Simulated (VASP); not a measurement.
KNd2Sb3, 6 atoms in the cell. It takes space group P-6m2 (No. 187, hexagonal). Conventional cell: a = 4.702 Å, b = 4.702 Å, c = 10.409 Å, α = 90.00°, β = 90.00°, γ = 120.00°. Within 4.5 Å of K (site symmetry -6m2) lie 6 Sb at 3.40 Å and 6 Nd at 4.36 Å. Nd (site symmetry 3m) has 6 Sb at 3.04 to 3.26 Å and 1 Nd at 3.59 Å within 4.0 Å. Within 4.2 Å of Sb (site symmetry -6m2) lie 2 Sb at 3.16 Å and 6 Nd at 3.26 Å. Sb (site symmetry 3m) has 3 Nd at 3.04 Å and 2 Sb at 3.16 to 4.09 Å and 3 K at 3.40 Å within 4.1 Å. 

```yaml
Program: VASP 6.6.1
Task: relaxation of shape and atoms at fixed volume
Functional: PBE
Potentials_or_basis: VASP PAW PBE potentials, release 64 (K_sv, Nd_3, Sb), 4f in core
Cutoff: 500 eV
k_mesh: 6 × 6 × 4
Occupations: gaussian, width 0.02 eV
Spin: no spin polarisation
Dipole_correction: no
Mended: yes
Further_INCAR_settings: ALGO = Normal; EDIFF = 1e-07; IBRION = 2; EDIFFG = -0.01; NSW = 50; ISIF = 4
```

Potentials or basis: VASP PAW PBE potentials, release 64 (K_sv, Nd_3, Sb), 4f in core.

Run with:

```console
$ cat potpaw_PBE.64/K_sv/POTCAR potpaw_PBE.64/Nd_3/POTCAR potpaw_PBE.64/Sb/POTCAR > POTCAR
$ mpirun -np 1 vasp_std > vasp.out
```

Hardware: 1 thread of Intel(R) Xeon(R) Platinum 8488C (Sapphire Rapids), on a shared host.

Question: Estimate the wall time of this run.

Answer: Wall time 4.1 min on 1 thread of Intel(R) Xeon(R) Platinum 8488C (Sapphire Rapids), on a shared host, peak memory 0.39 GiB. Counts: scf iterations 50, k points 21, ion steps 6.
